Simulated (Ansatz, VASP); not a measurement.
## Si in VASP and in Ansatz

```
Si
1.0
     2.62525    0.00000    0.00000
    -1.31263    2.27353    0.00000
     0.00000    0.00000    4.59822
Si
2
Direct
  0.33333 0.66667 0.25000
  0.66667 0.33333 0.75000
```

Alike in both runs: functional r2SCAN; k mesh 13 × 13 × 7; occupations fermi-dirac, width 0.1 eV; no spin polarisation.

Ansatz relaxed the structure, and its values are those at the end. VASP's run is a single point on that final structure, the one shown.

```csv
,VASP,Ansatz
version,VASP 6.6.1,Ansatz 0.2.0
potentials or method,"VASP PAW PBE potentials, release 64 (Si), cutoff 520 eV","plane waves (500 eV) with PAW, scalar-relativistic"
valence electrons in the cell,8,8
```

|  | VASP | Ansatz | Ansatz less VASP |
| --- | --- | --- | --- |
| pressure (GPa) | 0.0 | 0.0 | -0.04 |

VASP's potentials were made for PBE, not for r2SCAN. The functional is the same, so the differences come from potentials, cutoffs and numerics.
